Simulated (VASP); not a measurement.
# SnO2 (Fm-3m) in VASP: a series of runs, part 2 of 2

VASP 6.6.1.

## 4. Single point, PBE-based screened hybrid with 15 % exact exchange

POSCAR

```
SnO2
1.0
    0.0000000000      2.5334669704      2.5334669704
    2.5334669704      0.0000000000      2.5334669704
    2.5334669704      2.5334669704      0.0000000000
Sn O
1 2
Direct
    0.0000000000      0.0000000000      0.0000000000
    0.2500000000      0.2500000000      0.2500000000
    0.7500000000      0.7500000000      0.7500000000
```

INCAR.step1

```
SYSTEM = SnO2
ALGO     = Normal         ! electronic algorithm
EDIFF    = 1E-5           ! SCF threshold, eV
ENCUT    = 520            ! plane-wave cutoff, eV
GGA      = PE             ! functional
ISIF     = 2              ! what is computed and relaxed
ISMEAR   = 0              ! smearing method
LASPH    = .TRUE.         ! aspherical terms in the spheres
LCHARG   = .FALSE.        ! write CHGCAR
LREAL    = .FALSE.        ! projectors in reciprocal space
LWAVE    = .TRUE.         ! write WAVECAR
NBANDS   = 20             ! bands
NELM     = 100            ! most SCF steps
PREC     = Accurate       ! precision mode
SIGMA    = 0.01           ! smearing width, eV
```

INCAR.step2

```
SYSTEM = SnO2
AEXX     = 0.15           ! exact-exchange fraction
ALGO     = Normal         ! electronic algorithm
EDIFF    = 1E-6           ! SCF threshold, eV
ENCUT    = 520            ! plane-wave cutoff, eV
GGA      = PE             ! functional
HFSCREEN = 0.2078         ! screening, 1/A
ISIF     = 2              ! what is computed and relaxed
ISMEAR   = 0              ! smearing method
ISTART   = 1            
LASPH    = .TRUE.         ! aspherical terms in the spheres
LCHARG   = .FALSE.        ! write CHGCAR
LHFCALC  = .TRUE.         ! exact exchange
LREAL    = .FALSE.        ! projectors in reciprocal space
LWAVE    = .FALSE.        ! write WAVECAR
NBANDS   = 20             ! bands
NELM     = 100            ! most SCF steps
PREC     = Accurate       ! precision mode
PRECFOCK = Normal       
SIGMA    = 0.01           ! smearing width, eV
```

KPOINTS

```
k-points
0
G
  4 4 4
  0 0 0
```

Potentials or basis: VASP PAW PBE potentials, release 64 (Sn_d, O).

Run with:

```bash
$ cat potpaw_PBE.64/Sn_d/POTCAR potpaw_PBE.64/O/POTCAR > POTCAR
$ cp INCAR.step1 INCAR
$ mpirun -np 1 vasp_std > vasp.out
$ cp INCAR.step2 INCAR
$ mpirun -np 1 vasp_std > vasp.out
```

OUTCAR:

```text
SYSTEM = SnO2
   AEXX = 0.15
   EDIFF = 1E-6
   ENCUT = 520
   GGA = PE
   HFSCREEN = 0.2078
   ISIF = 2
   ISMEAR = 0
   ISTART = 1
   LASPH = .TRUE.
   LHFCALC = .TRUE.
   LREAL = .FALSE.
   NELM = 100
   PREC = Accurate
   PRECFOCK = Normal

 ion  position               nearest neighbor table
   1  0.000  0.000  0.000-   3 2.19   3 2.19   3 2.19   2 2.19   3 2.19   2 2.19   2 2.19   2 2.19

   2  0.250  0.250  0.250-   1 2.19   1 2.19   1 2.19   1 2.19
   3  0.750  0.750  0.750-   1 2.19   1 2.19   1 2.19   1 2.19

  LATTYP: Found a face centered cubic cell.
 ALAT       =     5.0669339408

  Lattice vectors:

 A1 = (   0.0000000000,   2.5334669704,   2.5334669704)
 A2 = (   2.5334669704,   0.0000000000,   2.5334669704)
 A3 = (   2.5334669704,   2.5334669704,   0.0000000000)

Analysis of symmetry for initial positions (statically):
=====================================================================
 Subroutine PRICEL returns:
 Original cell was already a primitive cell.

 Routine SETGRP: Setting up the symmetry group for a
 face centered cubic supercell.

 Subroutine GETGRP returns: Found 48 space group operations
 (whereof 48 operations were pure point group operations)
 out of a pool of 48 trial point group operations.

The static configuration has the point symmetry O_h .

Analysis of symmetry for dynamics (positions and initial velocities):
=====================================================================
 Subroutine PRICEL returns:
 Original cell was already a primitive cell.

 Routine SETGRP: Setting up the symmetry group for a
 face centered cubic supercell.

 Subroutine GETGRP returns: Found 48 space group operations
 (whereof 48 operations were pure point group operations)
 out of a pool of 48 trial point group operations.

The dynamic configuration has the point symmetry O_h .

 Subroutine INISYM returns: Found 48 space group operations
 (whereof 48 operations are pure point group operations),
 and found     1 'primitive' translations

----------------------------------------------------------------------------------------

                                     Primitive cell

  volume of cell :      32.5219

  direct lattice vectors                    reciprocal lattice vectors
     0.000000000  2.533466970  2.533466970    -0.197358010  0.197358010  0.197358010
     2.533466970  0.000000000  2.533466970     0.197358010 -0.197358010  0.197358010
     2.533466970  2.533466970  0.000000000     0.197358010  0.197358010 -0.197358010

  length of vectors
     3.582863349  3.582863349  3.582863349     0.341834101  0.341834101  0.341834101

  position of ions in fractional coordinates (direct lattice)
     0.000000000  0.000000000  0.000000000
     0.250000000  0.250000000  0.250000000
     0.750000000  0.750000000  0.750000000

  ion indices of the primitive-cell ions
   primitive index   ion index
                 1           1
                 2           2
                 3           3

----------------------------------------------------------------------------------------

 KPOINTS: k-points

Automatic generation of k-mesh.
 Grid dimensions read from file:
 generate k-points for:    4    4    4

 Generating k-lattice:

[... 25 lines left out ...]
 -0.250000  0.500000  0.250000      6.000000
   k-points           NKPTS =      8   k-points in BZ     NKDIM =     64   number of bands    NBANDS=     20
   number of dos      NEDOS =    301   number of ions     NIONS =      3
   total plane-waves  NPLWV =  21952
   dimension x,y,z NGX =    28 NGY =   28 NGZ =   28
   dimension x,y,z NGXF=    56 NGYF=   56 NGZF=   56
   ions per type =               1   2
   NGX,Y,Z   is equivalent  to a cutoff of  12.99, 12.99, 12.99 a.u.
   NGXF,Y,Z  is equivalent  to a cutoff of  25.98, 25.98, 25.98 a.u.
 SYSTEM =  SnO2
   PREC   = accura    normal or accurate (medium, high low for compatibility)
   ISTART =      1    job   : 0-new  1-cont  2-samecut
   ICHARG =      0    charge: 1-file 2-atom 10-const
   ISPIN  =      1    spin polarized calculation?
   LNONCOLLINEAR =      F non collinear calculations
   LSORBIT =      F    spin-orbit coupling
   LASPH  =      T    aspherical Exc in radial PAW
   ENCUT  =  520.0 eV  38.22 Ry    6.18 a.u.   6.66  6.66  6.66*2*pi/ulx,y,z
   NELM   =    100;   NELMIN=  2; NELMDL=  0     # of ELM steps
   EDIFF  = 0.1E-05   stopping-criterion for ELM
   LREAL  =      F    real-space projection
   EDIFFG = 0.1E-04   stopping-criterion for IOM
   NSW    =      0    number of steps for IOM
   IBRION =     -1    ionic relax: 0-MD 1-quasi-New 2-CG
   NFREE  =      0    steps in history (QN), initial steepest desc. (CG)
   ISIF   =      2    stress and relaxation
   ISYM   =      3    0-nonsym 1-usesym 2-fastsym
   POTIM  = 0.5000    time-step for ionic-motion
   TEBEG  =    0.0;   TEEND  =   0.0 temperature during run
   PSTRESS=    0.0 pullay stress
   NELECT =      26.0000    total number of electrons
   NUPDOWN=      -1.0000    fix difference up-down
   EMIN   =  10.00;   EMAX   =-10.00  energy-range for DOS
   EFERMI =   0.00;   METHOD = LEGACY
   ISMEAR =     0;   SIGMA  =   0.01  broadening in eV -4-tet -1-fermi 0-gaus
   EFERMI_NEDOS =   21; number of points for ismear=-14 and -15
   IALGO  =     38    algorithm
   IMIX   =      1    mixing-type and parameters
     AMIX     =   0.40;   BMIX     =  1.00
     AMIX_MAG =   1.60;   BMIX_MAG =  1.00
  volume/ion in A,a.u.               =      10.84        73.16
  Fermi-wavevector in a.u.,A,eV,Ry     =   1.519407  2.871262 31.410365  2.308597
  Thomas-Fermi vector in A             =   2.628397
   LORBIT       =      0    0 simple, 1 ext, 2 COOP (PROOUT), +10 PAW based schemes
   GGA     = PE    functional components
   LHFCALC =     T    Hartree Fock is set to
   PRECFOCK=normal    Normal, Fast or Accurate (Low or Medium for compatibility)
   ENCUT4O =  -1.0   cutoff for four orbital integrals eV
   NKREDX  =     1    reduce k-point grid by
   NKREDY  =     1    reduce k-point grid by
   NKREDZ  =     1    reduce k-point grid by
   AEXX    =    0.1500 exact exchange contribution
   HFSCREEN=    0.2078 screening length (either q_TF or 0.3 A-1)
   HFSCREENC=   0.2078 screening length for correlation (either q_TF or 0.3 A-1)
   ENCUTFOCK=  -1.0 apply spherical cutoff to Coloumb kernel
   IVDW    =     0    specifies the selected vdW correction
   LEPSILON=     F    determine dielectric tensor
   LRPA    =     F    only Hartree local field effects (RPA)
 non-spin polarized calculation
 Gauss-broadening in eV      SIGMA  =   0.01
  energy-cutoff  :      520.00
  volume of cell :       32.52
 maximum number of plane-waves:       893
 NGX is ok and might be reduce to    28
  NGX = 20; NGY = 20; NGZ = 20

 number of electron      25.9999988 magnetization

 Free energy of the ion-electron system (eV)
  ---------------------------------------------------
  ext. energy  EPLUGINS =         0.00000000
  ---------------------------------------------------
  free energy    TOTEN  =       -20.77543903 eV

  energy without entropy =      -20.77543903  energy(sigma->0) =      -20.77543903

 E-fermi :   7.4606     XC(G=0): -10.6183

 val. band max:        7.4086224427   @ k =  -0.2500   0.5000   0.2500
 cond. band min:       8.5009825887   @ k =   0.0000   0.0000   0.0000
 fundamental gap:      1.0923601461
 Fermi energy:         7.4605687109

 k-point     1 :       0.0000    0.0000    0.0000
  band No.  band energies     occupation
      1     -14.1227      2.00000
      2     -14.1227      2.00000
      3     -14.1227      2.00000
      4     -13.9381      2.00000
      5     -13.9381      2.00000
      6     -13.3706      2.00000
[... 173 lines left out ...]
     19      25.5047      0.00000
     20      27.3425      0.00000

------------------------ aborting loop because EDIFF is reached ----------------------------------------

  FORCE on cell =-STRESS in cart. coord.  units (eV):
  Direction    XX          YY          ZZ          XY          YZ          ZX
  --------------------------------------------------------------------------------------
  -------------------------------------------------------------------------------------
  Total        0.5157262      0.5157262      0.5157262      0.0000000      0.0000000      0.0000000
  in kB       25.4070399     25.4070399     25.4070399      0.0000000      0.0000000      0.0000000
  external PRESSURE =      25.4070399 kB  Pullay stress =       0.0000000 kB

 VOLUME and BASIS-vectors are now :
 -----------------------------------------------------------------------------
  energy-cutoff  :      520.00
  volume of cell :       32.52
      direct lattice vectors                 reciprocal lattice vectors
     0.000000000  2.533466970  2.533466970    -0.197358010  0.197358010  0.197358010
     2.533466970  0.000000000  2.533466970     0.197358010 -0.197358010  0.197358010
     2.533466970  2.533466970  0.000000000     0.197358010  0.197358010 -0.197358010

 POSITION                                       TOTAL-FORCE (eV/Angst)
 -----------------------------------------------------------------------------------
      0.00000      0.00000      0.00000         0.000000      0.000000      0.000000
      1.26673      1.26673      1.26673        -0.000000     -0.000000     -0.000000
      3.80020      3.80020      3.80020         0.000000      0.000000      0.000000
 -----------------------------------------------------------------------------------
    total drift:                               -0.000000     -0.000001     -0.000001

  FREE ENERGIE OF THE ION-ELECTRON SYSTEM (eV)
  ---------------------------------------------------
  free  energy   TOTEN  =       -20.7754390340 eV

  energy  without entropy=      -20.7754390340  energy(sigma->0) =      -20.77543903
```

Wall time 3.8 min (1 thread of Intel Xeon 6975P-C (Granite Rapids), shared host); peak memory 0.26 GiB.

What came out:

* Free energy: -20.7754 eV
* Pressure: 2.5 GPa
* Band gap on the k mesh: 1.09 eV (least direct gap 2.55 eV)

Caveat: the k points lie up to 0.54 Å⁻¹ apart; the PAW data sets were made with another functional, which shifts forces and pressure a little; spin-orbit coupling is left out, which moves the levels of the heavy elements. A k mesh can miss the band edges.

## 5. Single point, PBE-based screened hybrid with 50 % exact exchange

POSCAR is that of step 4.

INCAR.step1

```
SYSTEM = SnO2
PREC = Accurate
ENCUT = 520
EDIFF = 1E-5
ISMEAR = 0
SIGMA = 0.01
LREAL = .FALSE.
LASPH = .TRUE.
NELM = 60
ALGO = Normal
ISIF = 2
LWAVE = .TRUE.
LCHARG = .FALSE.
GGA = PE
NBANDS = 20
```

INCAR.step2

```
SYSTEM = SnO2
PREC = Accurate
ENCUT = 520
EDIFF = 1E-7
ISMEAR = 0
SIGMA = 0.01
LREAL = .FALSE.
LASPH = .TRUE.
NELM = 60
ALGO = Normal
ISIF = 2
LWAVE = .FALSE.
LCHARG = .FALSE.
GGA = PE
LHFCALC = .TRUE.
AEXX = 0.5
HFSCREEN = 0.2078
PRECFOCK = Normal
ISTART = 1
NBANDS = 20
```

KPOINTS

```
regular mesh
0
G
  4 4 4
  0 0 0
```

Potentials or basis: VASP PAW PBE potentials, release 64 (Sn_d, O).

Run with:

```bash
$ cat potpaw_PBE.64/Sn_d/POTCAR potpaw_PBE.64/O/POTCAR > POTCAR
$ cp INCAR.step1 INCAR
$ mpirun -np 1 vasp_std > vasp.out
$ cp INCAR.step2 INCAR
$ mpirun -np 1 vasp_std > vasp.out
```

OUTCAR:

```text
SYSTEM = SnO2
   PREC = Accurate
   ENCUT = 520
   EDIFF = 1E-7
   ISMEAR = 0
   LREAL = .FALSE.
   LASPH = .TRUE.
   NELM = 60
   ISIF = 2
   GGA = PE
   LHFCALC = .TRUE.
   AEXX = 0.5
   HFSCREEN = 0.2078
   PRECFOCK = Normal
   ISTART = 1

 ion  position               nearest neighbor table
   1  0.000  0.000  0.000-   3 2.19   3 2.19   3 2.19   2 2.19   3 2.19   2 2.19   2 2.19   2 2.19

   2  0.250  0.250  0.250-   1 2.19   1 2.19   1 2.19   1 2.19
[... 371 lines left out ...]

  FORCE on cell =-STRESS in cart. coord.  units (eV):
  Direction    XX          YY          ZZ          XY          YZ          ZX
  --------------------------------------------------------------------------------------
  -------------------------------------------------------------------------------------
  Total       -2.5619377     -2.5619377     -2.5619377     -0.0000000     -0.0000000      0.0000000
  in kB     -126.2128015   -126.2128015   -126.2128015     -0.0000000     -0.0000000      0.0000000
  external PRESSURE =    -126.2128015 kB  Pullay stress =       0.0000000 kB

 VOLUME and BASIS-vectors are now :
 -----------------------------------------------------------------------------
  energy-cutoff  :      520.00
  volume of cell :       32.52
      direct lattice vectors                 reciprocal lattice vectors
     0.000000000  2.533466970  2.533466970    -0.197358010  0.197358010  0.197358010
     2.533466970  0.000000000  2.533466970     0.197358010 -0.197358010  0.197358010
     2.533466970  2.533466970  0.000000000     0.197358010  0.197358010 -0.197358010

 POSITION                                       TOTAL-FORCE (eV/Angst)
 -----------------------------------------------------------------------------------
      0.00000      0.00000      0.00000         0.000000      0.000000      0.000000
      1.26673      1.26673      1.26673         0.000000     -0.000000      0.000000
      3.80020      3.80020      3.80020        -0.000000      0.000000     -0.000000
 -----------------------------------------------------------------------------------
    total drift:                                0.000000      0.000000      0.000000

  FREE ENERGIE OF THE ION-ELECTRON SYSTEM (eV)
  ---------------------------------------------------
  free  energy   TOTEN  =       -27.9265610056 eV

  energy  without entropy=      -27.9265610056  energy(sigma->0) =      -27.92656101
```

OSZICAR.step1:

```text
N       E                     dE             d eps       ncg     rms          rms(c)
DAV:   1     0.248428694151E+03    0.24843E+03   -0.13616E+04   352   0.205E+03
DAV:   2     0.375639062593E+01   -0.24467E+03   -0.23431E+03   368   0.504E+02
DAV:   3    -0.204093490094E+02   -0.24166E+02   -0.23915E+02   372   0.133E+02
DAV:   4    -0.210548246390E+02   -0.64548E+00   -0.64519E+00   352   0.226E+01
DAV:   5    -0.210703714130E+02   -0.15547E-01   -0.15546E-01   432   0.367E+00    0.110E+01
DAV:   6    -0.178409961563E+02    0.32294E+01   -0.11228E+01   456   0.561E+01    0.392E+00
DAV:   7    -0.178687371076E+02   -0.27741E-01   -0.69314E-01   336   0.585E+00    0.197E+00
DAV:   8    -0.178553425052E+02    0.13395E-01   -0.65646E-02   336   0.257E+00    0.366E-01
DAV:   9    -0.178533814433E+02    0.19611E-02   -0.11402E-02   460   0.164E+00    0.828E-02
DAV:  10    -0.178539091126E+02   -0.52767E-03   -0.13250E-03   336   0.375E-01    0.192E-02
DAV:  11    -0.178539122616E+02   -0.31490E-05   -0.44741E-05   424   0.100E-01
   1 F= -.17853912E+02 E0= -.17853912E+02  d E =-.115007E-22
```

Wall time 5.9 min (1 thread of Intel Xeon 6975P-C (Granite Rapids), shared host); peak memory 0.25 GiB.

Results:

| Quantity | Value |
| --- | --- |
| Free energy | -27.9266 eV |
| Pressure | -12.6 GPa |
| Band gap on the k mesh | 3.30 eV (least direct gap 4.88 eV) |

Caveat: the k points lie up to 0.54 Å⁻¹ apart; the PAW data sets were made with another functional, which shifts forces and pressure a little; spin-orbit coupling is left out, which moves the levels of the heavy elements. A k mesh can miss the band edges.

## 6. Single point, PBE-based screened hybrid with 5 % exact exchange

POSCAR is that of step 5.

INCAR.step1

```
PREC = Accurate
ENCUT = 520
EDIFF = 1E-5
ISMEAR = 0
SIGMA = 0.01
LREAL = F
LASPH = T
NELM = 100
ALGO = Normal
ISIF = 2
LWAVE = T
LCHARG = F
NBANDS = 20
GGA = PE
```

INCAR.step2

```
PREC = Accurate
ENCUT = 520
EDIFF = 1E-6
ISMEAR = 0
SIGMA = 0.01
LREAL = F
LASPH = T
NELM = 100
ALGO = Normal
ISIF = 2
LWAVE = F
LCHARG = F
GGA = PE
LHFCALC = T
AEXX = 0.05
HFSCREEN = 0.2078
PRECFOCK = Normal
NBANDS = 20
ISTART = 1
```

KPOINTS

```
regular mesh
0
Gamma
  4 4 4
```

Potentials or basis: VASP PAW PBE potentials, release 64 (Sn_d, O).

Run with:

```bash
$ cat potpaw_PBE.64/Sn_d/POTCAR potpaw_PBE.64/O/POTCAR > POTCAR
$ cp INCAR.step1 INCAR
$ mpirun -np 1 vasp_std > vasp.out
$ cp INCAR.step2 INCAR
$ mpirun -np 1 vasp_std > vasp.out
```

Run time: 2.9 min. Hardware: 1 thread of Intel Xeon 6975P-C (Granite Rapids), shared host; peak memory 0.26 GiB.

It converged, with:

```yaml
Free_energy: -18.8176 eV
Pressure: 7.2 GPa
Band_gap_on_the_k_mesh: 0.54 eV (least direct gap 1.96 eV)
```

Levels at points of the mesh, in eV from the valence-band top:
```
           k point  band 9  band 10  band 11  band 12  band 13  band 14  band 15  band 16  band 17  band 18
(0.00, 0.00, 0.00)   -2.99    -2.99    -1.42    -1.42    -1.42     0.54     7.45     7.45     7.45    13.85
(0.50, 0.00, 0.00)   -3.98    -3.48    -3.48    -2.18    -2.18     5.24     8.39    10.84    10.84    15.78
(0.50, 0.50, 0.00)   -5.65    -5.65    -0.20    -0.20    -0.13     3.59     7.59    10.30    12.75    12.75
```

Caveat: the k points lie up to 0.54 Å⁻¹ apart; the PAW data sets were made with another functional, which shifts forces and pressure a little; spin-orbit coupling is left out, which moves the levels of the heavy elements. A k mesh can miss the band edges.

## 7. Summary

| level | k mesh | smearing | grid for exact exchange (PRECFOCK) | share of exact exchange | screening parameter | gap on the mesh (eV) | pressure (GPa) |
| --- | --- | --- | --- | --- | --- | --- | --- |
| PBE | 6 × 6 × 6 | methfessel-paxton 0.043 eV | - | - | - | 0.30 | 10.0 |
| HSE06 | 4 × 4 × 4 | gaussian 0.01 eV | Normal | 0.25 | 0.2079 1/Å | 1.68 | -2.0 |
| PBE-based screened hybrid with 15 % exact exchange | 4 × 4 × 4 | gaussian 0.01 eV | Normal | 0.15 | 0.2078 1/Å | 1.09 | 2.5 |
| PBE-based screened hybrid with 50 % exact exchange | 4 × 4 × 4 | gaussian 0.01 eV | Normal | 0.5 | 0.2078 1/Å | 3.30 | -12.6 |
| PBE-based screened hybrid with 5 % exact exchange | 4 × 4 × 4 | gaussian 0.01 eV | Normal | 0.05 | 0.2078 1/Å | 0.54 | 7.2 |

Alike in all rows: task single point; potentials or basis VASP PAW PBE potentials, release 64 (Sn_d, O); no spin polarisation; cell as given; cutoff (eV) 520.

Caveats: some runs use coarse meshes; spin-orbit coupling is left out, which moves the levels of the heavy elements; the PAW data sets were made with another functional, which shifts forces and pressure a little (at least some runs); the cell stands under pressure (at least some runs).

Total energies depend on the potentials used, so only differences within one code and one set of settings carry meaning.
